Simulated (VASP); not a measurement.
Input of a VASP 6.6.1 run:

The input INCAR:

```
SYSTEM = HW5O
PREC = Accurate
ENCUT = 520
EDIFF = 1E-6
ISMEAR = 0
SIGMA = 0.1
LREAL = .FALSE.
LASPH = .TRUE.
NELM = 80
ALGO = Normal
ISIF = 2
LWAVE = .FALSE.
LCHARG = .FALSE.
LDIPOL = .TRUE.
IDIPOL = 3
DIPOL = 0.5 0.5 0.497
GGA = PS
NBANDS = 48
```

Contents of KPOINTS:

```
Automatic mesh
0
G
  9 9 1
  0 0 0
```

The input POSCAR:

```
HW5O
1.0
    3.1543602768      0.0000000000      0.0000000000
    0.0000000000      3.1543602768      0.0000000000
    0.0000000000      0.0000000000     26.1887205537
W O H
5 1 1
Direct
    0.5000000000      0.5000000000      0.3245672114
    0.0000000000      0.0000000000      0.3847908537
    0.4993221514      0.4999959561      0.4440456369
   -0.0002846038     -0.0000100363      0.5047097996
    0.4975659552      0.4999906568      0.5628087935
   -0.5036922222      0.0000124995      0.6192798788
   -0.7827215895      0.0000068436      0.6360018709
```

Potentials or basis: VASP PAW PBE potentials, release 64 (W_sv, O, H).

The run is started by

```console
$ cat potpaw_PBE.64/W_sv/POTCAR potpaw_PBE.64/O/POTCAR potpaw_PBE.64/H/POTCAR > POTCAR
$ mpirun -np 1 vasp_std > vasp.out
```

Problem. Estimate the band gap on the k mesh.

Solution. Zero (an odd number of electrons rules out a gap without spin polarisation).

Problem. Predict the largest force.

Solution. 1.688 eV/Å.

Forces in eV/Å, atoms in the order of the input:
```
W   -0.005  0.000  1.642
W    0.002  0.000 -1.688
W    0.000  0.000  0.001
W    0.001  0.000 -0.016
W    0.020  0.000 -0.018
O    0.076  0.000  0.015
H   -0.095  0.000  0.064
```

Caveat: the PAW data sets were made with another functional, which shifts forces and pressure a little; spin-orbit coupling is left out, which moves the levels of the heavy elements; an odd number of electrons without spin polarisation forces a metal; a magnetic or distorted state may lie lower.
